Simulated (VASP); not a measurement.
# Al5Si3C3N5 (P1) in VASP: single point with PBEsol

Aim: the single point of Al5Si3C3N5 with PBEsol.

Program: VASP 6.6.1. These are calculated values, not measurements. Logs are shortened: lines on timing, memory, paths and dates and some standing lists are left out, and cuts for length are marked.

**1. The cell of the first run**

The typed cell holds 16 atoms: a = 6.199 Å, b = 5.368 Å, c = 5.008 Å, α = 90.00°, β = 90.00°, γ = 90.00°.

**2. Single point, PBEsol, collinear spin**

File INCAR:

```
  PREC = Accurate
  ENCUT = 600
  EDIFF = 1E-6
  ISMEAR = -1
  SIGMA = 0.05
  LREAL = False
  LASPH = True
  NELM = 200
  ALGO = Normal
  ISIF = 2
  LWAVE = False
  LCHARG = False
  ISPIN = 2
  MAGMOM = 0.125 0.125 0.125 0.125 0.125 0.125 0.125 0.125 0.125 0.125 0.125 0.125 0.125 0.125 0.125 0.125
  LORBIT = 11
  GGA = PS
  NBANDS = 50
  GGA_COMPAT = False
```

File KPOINTS:

```
Automatic mesh
0
Gamma
  1 1 1
  0.5 0.5 0.5
```

File POSCAR:

```
Al5Si3C3N5
1.0
    6.1989050000      0.0000000000      0.0000000000
    0.0000000000      5.3684090000      0.0000000000
    0.0000000000      0.0000000000      5.0078640000
Al Si C N
5 3 3 5
Direct
    0.2301500000      0.1755250000      0.4999930000
    0.0150940000      0.6620220000      0.4788340000
    0.5144220000      0.6915890000      0.4951380000
    0.9943430000      0.3288400000      0.9900230000
    0.2756240000      0.8175540000      0.0005340000
    0.7629060000      0.1665760000      0.4785710000
    0.4925680000      0.3192140000      0.9935450000
    0.7502720000      0.8369580000      0.0059110000
    0.9738930000      0.3046300000      0.3893820000
    0.4965190000      0.2834230000      0.3653420000
    0.7424730000      0.1628770000      0.8834790000
    0.2416390000      0.8234980000      0.4312050000
    0.7522240000      0.8166920000      0.3892840000
    0.2401920000      0.1501100000      0.8989860000
    0.9660300000      0.6547040000      0.8633510000
    0.4991330000      0.6122890000      0.8934960000
```

Potentials or basis: VASP PAW PBE potentials, release 64 (Al, Si, C, N).

Run with:

```sh
> cat potpaw_PBE.64/Al/POTCAR potpaw_PBE.64/Si/POTCAR potpaw_PBE.64/C/POTCAR potpaw_PBE.64/N/POTCAR > POTCAR
> mpirun -np 1 vasp_std > vasp.out
```

OUTCAR:

```text
PREC = Accurate
   ENCUT = 600
   EDIFF = 1E-6
   ISMEAR = -1
   LREAL = False
   LASPH = True
   NELM = 200
   ISIF = 2
   ISPIN = 2
   LORBIT = 11
   GGA = PS

 ion  position               nearest neighbor table
   1  0.230  0.176  0.500-   9 1.82  10 1.88  12 1.92  14 2.00   6 2.90   2 2.93   4 2.97   4 3.06
                             7 3.06   2 3.06   7 3.11   3 3.14   5 3.17   5 3.17   3 3.28
   2  0.015  0.662  0.479-  12 1.67  13 1.88  15 1.95   9 1.99   1 2.93   5 3.01   8 3.03   4 3.03
                             1 3.06   6 3.09   3 3.10   3 3.11   4 3.13   6 3.13   5 3.18   8 3.25
   3  0.514  0.692  0.495-  13 1.70  12 1.86  16 2.04  10 2.29   8 2.96   5 2.96   6 2.98   5 3.01
                             8 3.05   2 3.10   2 3.11   1 3.14   7 3.20   6 3.21   7 3.21   1 3.28
   4  0.994  0.329  0.990-  14 1.86  15 1.87  11 1.88   9 2.01   6 2.97   1 2.97   2 3.03   8 3.04
                             1 3.06   6 3.06   7 3.09   7 3.11   8 3.12   2 3.13   5 3.15   5 3.25
   5  0.276  0.818  0.001-  16 1.85  14 1.87  12 2.17  15 2.22   8 2.94   3 2.96   7 2.99   2 3.01
                             3 3.01   7 3.01   4 3.15   1 3.17   1 3.17   2 3.18   4 3.25
   6  0.763  0.167  0.479-   9 1.57  10 1.86  13 1.93  11 2.03   1 2.90   8 2.96   4 2.97   3 2.98
                             4 3.06   7 3.06   2 3.09   2 3.13   3 3.21
   7  0.493  0.319  0.994-  16 1.65  11 1.85  14 1.87  10 1.87   5 2.99   5 3.01   8 3.04   1 3.06
                             6 3.06   4 3.09   1 3.11   4 3.11   3 3.20   3 3.21
   8  0.750  0.837  0.006-  15 1.80  11 1.85  13 1.92  16 2.05   5 2.94   6 2.96   3 2.96   2 3.03
                             7 3.04   4 3.04   3 3.05   4 3.12   2 3.25
   9  0.974  0.305  0.389-   6 1.57   1 1.82   2 1.99   4 2.01
  10  0.497  0.283  0.365-   6 1.86   7 1.87   1 1.88   3 2.29
  11  0.742  0.163  0.883-   7 1.85   8 1.85   4 1.88   6 2.03
  12  0.242  0.823  0.431-   2 1.67   3 1.86   1 1.92   5 2.17
  13  0.752  0.817  0.389-   3 1.70   2 1.88   8 1.92   6 1.93
  14  0.240  0.150  0.899-   4 1.86   5 1.87   7 1.87   1 2.00
  15  0.966  0.655  0.863-   8 1.80   4 1.87   2 1.95   5 2.22
  16  0.499  0.612  0.893-   7 1.65   5 1.85   3 2.04   8 2.05

  LATTYP: Found a simple orthorhombic cell.
 ALAT       =     5.0078640000
 B/A-ratio  =     1.0719957651
 C/A-ratio  =     1.2378341345

  Lattice vectors:

 A1 = (   0.0000000000,   0.0000000000,  -5.0078640000)
 A2 = (   0.0000000000,   5.3684090000,   0.0000000000)
 A3 = (   6.1989050000,   0.0000000000,   0.0000000000)

Analysis of symmetry for initial positions (statically):
=====================================================================
 Subroutine PRICEL returns:
 Original cell was already a primitive cell.

 Routine SETGRP: Setting up the symmetry group for a
 simple orthorhombic supercell.

 Subroutine GETGRP returns: Found  1 space group operations
 (whereof  1 operations were pure point group operations)
 out of a pool of  8 trial point group operations.

The static configuration has the point symmetry C_1 .

Analysis of symmetry for dynamics (positions and initial velocities):
=====================================================================
 Subroutine PRICEL returns:
 Original cell was already a primitive cell.

 Routine SETGRP: Setting up the symmetry group for a
 simple orthorhombic supercell.

 Subroutine GETGRP returns: Found  1 space group operations
 (whereof  1 operations were pure point group operations)
 out of a pool of  8 trial point group operations.

The dynamic configuration has the point symmetry C_1 .

Analysis of structural, dynamic, and magnetic symmetry:
=====================================================================
 Subroutine PRICEL returns:
 Original cell was already a primitive cell.

 Routine SETGRP: Setting up the symmetry group for a
 simple orthorhombic supercell.

 Subroutine GETGRP returns: Found  1 space group operations
 (whereof  1 operations were pure point group operations)
 out of a pool of  8 trial point group operations.

The overall configuration has the point symmetry C_1 .

 Subroutine INISYM returns: Found  1 space group operations
 (whereof  1 operations are pure point group operations),
 and found     1 'primitive' translations

----------------------------------------------------------------------------------------

                                     Primitive cell

  volume of cell :     166.6530

[... 84 lines left out ...]
   ISTART =      0    job   : 0-new  1-cont  2-samecut
   ICHARG =      2    charge: 1-file 2-atom 10-const
   ISPIN  =      2    spin polarized calculation?
   LNONCOLLINEAR =      F non collinear calculations
   LSORBIT =      F    spin-orbit coupling
   LASPH  =      T    aspherical Exc in radial PAW
   ENCUT  =  600.0 eV  44.10 Ry    6.64 a.u.  12.38 10.72 10.00*2*pi/ulx,y,z
   NELM   =    200;   NELMIN=  2; NELMDL= -5     # of ELM steps
   EDIFF  = 0.1E-05   stopping-criterion for ELM
   LREAL  =      F    real-space projection
   EDIFFG = 0.1E-04   stopping-criterion for IOM
   NSW    =      0    number of steps for IOM
   IBRION =     -1    ionic relax: 0-MD 1-quasi-New 2-CG
   NFREE  =      0    steps in history (QN), initial steepest desc. (CG)
   ISIF   =      2    stress and relaxation
   ISYM   =      2    0-nonsym 1-usesym 2-fastsym
   POTIM  = 0.5000    time-step for ionic-motion
   TEBEG  =    0.0;   TEEND  =   0.0 temperature during run
   PSTRESS=    0.0 pullay stress
   NELECT =      64.0000    total number of electrons
   NUPDOWN=      -1.0000    fix difference up-down
   EMIN   =  10.00;   EMAX   =-10.00  energy-range for DOS
   EFERMI =   0.00;   METHOD = LEGACY
   ISMEAR =    -1;   SIGMA  =   0.05  broadening in eV -4-tet -1-fermi 0-gaus
   EFERMI_NEDOS =   21; number of points for ismear=-14 and -15
   IALGO  =     38    algorithm
   IMIX   =      4    mixing-type and parameters
     AMIX     =   0.40;   BMIX     =  1.00
     AMIX_MAG =   1.60;   BMIX_MAG =  1.00
  volume/ion in A,a.u.               =      10.42        70.29
  Fermi-wavevector in a.u.,A,eV,Ry     =   1.189955  2.248688 19.265746  1.415992
  Thomas-Fermi vector in A             =   2.326050
   LORBIT       =     11    0 simple, 1 ext, 2 COOP (PROOUT), +10 PAW based schemes
   GGA     = PS    functional components
   LHFCALC =     F    Hartree Fock is set to
   AEXX    =    0.0000 exact exchange contribution
   IVDW    =     0    specifies the selected vdW correction
   LEPSILON=     F    determine dielectric tensor
   LRPA    =     F    only Hartree local field effects (RPA)
 spin polarized calculation
  energy-cutoff  :      600.00
  volume of cell :      166.65
 maximum number of plane-waves:      5560
 NGX is ok and might be reduce to    48
   NGX = 25   NGY = 21   NGZ = 21

 number of electron      64.0000000 magnetization       0.0001922

 number of electron      64.0000000 magnetization      -0.0000273

 Free energy of the ion-electron system (eV)
  ---------------------------------------------------
  ext. energy  EPLUGINS =         0.00000000
  ---------------------------------------------------
  free energy    TOTEN  =      -119.47741887 eV

  energy without entropy =     -119.47741887  energy(sigma->0) =     -119.47741887

 E-fermi :   8.4979     XC(G=0): -11.2652

 val. band max:        7.2588138648   @ k =   0.5000   0.5000   0.5000
 cond. band min:      10.7002421755   @ k =   0.5000   0.5000   0.5000
 fundamental gap:      3.4414283108
 Fermi energy:         8.4978930032

 spin component 1

 k-point     1 :       0.5000    0.5000    0.5000
  band No.  band energies     occupation
      1      -8.8371      1.00000
      2      -8.2610      1.00000
      3      -7.4807      1.00000
      4      -7.4224      1.00000
      5      -7.0683      1.00000
      6      -4.5670      1.00000
[... 36 lines left out ...]
     43      14.4280      0.00000
     44      14.6985      0.00000
 Fermi energy:         8.4978930032

 spin component 2

 k-point     1 :       0.5000    0.5000    0.5000
  band No.  band energies     occupation
      1      -8.8371      1.00000
      2      -8.2610      1.00000
      3      -7.4807      1.00000
      4      -7.4224      1.00000
      5      -7.0684      1.00000
      6      -4.5670      1.00000
[... 36 lines left out ...]
     43      14.4281      0.00000
     44      14.6985      0.00000
 [bands above 44 left out]

------------------------ aborting loop because EDIFF is reached ----------------------------------------

  FORCE on cell =-STRESS in cart. coord.  units (eV):
  Direction    XX          YY          ZZ          XY          YZ          ZX
  --------------------------------------------------------------------------------------
  -------------------------------------------------------------------------------------
  Total        1.9955664     13.7142117     10.3625814      6.4811275     -4.7941158     -4.7656931
  in kB       19.1850820    131.8464160     99.6243351     62.3086075    -46.0899244    -45.8166732
  external PRESSURE =      83.5519444 kB  Pullay stress =       0.0000000 kB

 VOLUME and BASIS-vectors are now :
 -----------------------------------------------------------------------------
  energy-cutoff  :      600.00
  volume of cell :      166.65
      direct lattice vectors                 reciprocal lattice vectors
     6.198905000  0.000000000  0.000000000     0.161318814  0.000000000  0.000000000
     0.000000000  5.368409000  0.000000000     0.000000000  0.186274928  0.000000000
     0.000000000  0.000000000  5.007864000     0.000000000  0.000000000  0.199685934

 POSITION                                       TOTAL-FORCE (eV/Angst)
 -----------------------------------------------------------------------------------
      1.42668      0.94229      2.50390         1.573354     -1.809317      0.961635
      0.09357      3.55400      2.39794        -4.431317     -3.386194      1.629287
      3.18885      3.71273      2.47958        -3.260041     -4.645423      1.424788
      6.16384      1.76535      4.95790        -0.265270     -0.030833      1.477157
      1.70857      4.38896      0.00267        -2.716472      0.613146      0.795679
      4.72918      0.89425      2.39662        -7.891873     -3.065584      3.454118
[... 8 lines left out ...]
      5.98833      3.51472      4.32354         0.588956      1.712558      2.034222
      3.09408      3.28702      4.47451         1.104148      6.116718     -1.246654
 -----------------------------------------------------------------------------------
    total drift:                               -0.000684     -0.000681     -0.000706

  FREE ENERGIE OF THE ION-ELECTRON SYSTEM (eV)
  ---------------------------------------------------
  free  energy   TOTEN  =      -119.4774188667 eV

  energy  without entropy=     -119.4774188666  energy(sigma->0) =     -119.47741887

 total charge

# of ion       s       p       d       tot
------------------------------------------
    1        0.404   0.495   0.000   0.900
    2        0.389   0.498   0.000   0.887
    3        0.378   0.445   0.000   0.823
    4        0.383   0.473   0.000   0.856
    5        0.351   0.387   0.000   0.738
    6        0.737   1.043   0.000   1.780
[... 8 lines left out ...]
   15        1.231   2.540   0.000   3.771
   16        1.235   2.619   0.000   3.854
--------------------------------------------------
tot         12.804  23.274   0.000  36.077

 magnetization (x)

# of ion       s       p       d       tot
------------------------------------------
    1        0.000  -0.000   0.000   0.000
    2        0.000   0.000   0.000   0.000
    3        0.000  -0.000   0.000   0.000
    4        0.000  -0.000   0.000   0.000
    5        0.000   0.000   0.000   0.000
    6        0.000  -0.000   0.000   0.000
[... 8 lines left out ...]
   15        0.000  -0.000   0.000   0.000
   16       -0.000   0.000   0.000   0.000
--------------------------------------------------
tot          0.000  -0.000   0.000  -0.000
```

Wall time 32 s (1 thread of AMD EPYC 7R13 (Zen 3), shared host); peak memory 0.33 GiB.

Results:

| Item | Value |
| --- | --- |
| Free energy | -119.4774 eV |
| Pressure | 8.4 GPa |
| Largest force | 9.144 eV/Å |
| Net moment | 0.00 μB per cell |
| Valence electrons inside the program's atomic spheres | Al 0.90, 0.89, 0.82, 0.86, 0.74; Si 1.78, 1.69, 1.54; C 2.69, 2.49, 2.53; N 3.86, 3.81, 3.77, 3.85 (each value once) |

Forces on the atoms (eV/Å):
```
Al   1.573 -1.809  0.962
Al  -4.431 -3.386  1.629
Al  -3.260 -4.645  1.425
Al  -0.265 -0.031  1.477
Al  -2.716  0.613  0.796
Si  -7.892 -3.066  3.454
Si   0.179 -4.293  2.583
Si   0.692 -1.152  0.015
C    5.705  5.229 -3.439
C    1.166  2.942  0.305
C   -1.675 -2.851 -2.029
N    4.149  1.762 -3.507
N    2.932  2.440 -3.250
N    2.151  0.418 -1.209
N    0.589  1.713  2.034
N    1.104  6.117 -1.247
```

Stress tensor (GPa, compression positive):
```
 1.92  6.23 -4.58
 6.23 13.18 -4.61
-4.58 -4.61  9.96
```

Caveat: the k points lie up to 1.25 Å⁻¹ apart; the PAW data sets were made with another functional, which shifts forces and pressure a little.
